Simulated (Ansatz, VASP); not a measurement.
# TiN: VASP beside Ansatz

```
CELL_PARAMETERS angstrom
0.00000 2.08644 2.08644
2.08644 0.00000 2.08644
2.08644 2.08644 0.00000
ATOMIC_POSITIONS crystal
Ti 0.00000 0.00000 0.00000
N 0.50000 0.50000 0.50000
```

Alike in both runs: functional LDA; k mesh 8 × 8 × 8; occupations gaussian, width 0.1 eV; no spin polarisation.

Ansatz relaxed the structure, and its values are those at the end. VASP's run is a single point on that final structure, the one shown.

```csv
,VASP,Ansatz
version,VASP 6.6.1,Ansatz 0.2.0
potentials or method,"VASP PAW LDA potentials, release 64 (Ti_sv, N_h), cutoff 1330 eV","scalar-relativistic, plane waves, PAW"
valence electrons in the cell,17,17
```

Ansatz gave:

| Item | Value |
| --- | --- |
| gap on the k mesh at the Fermi level (eV) | none |
| pressure (GPa) | 0.0 |

Task: What did VASP give for the same quantities?

Result: gap on the k mesh at the Fermi level (eV): none; pressure (GPa): 0.9.

Ansatz warns that its potentials were made for another functional, while VASP's fit it. LDA's correlation is that of Perdew and Zunger in VASP and of Perdew and Wang (1992) in Ansatz. A gap of «none» marks a metal or a gap that the smearing closes.
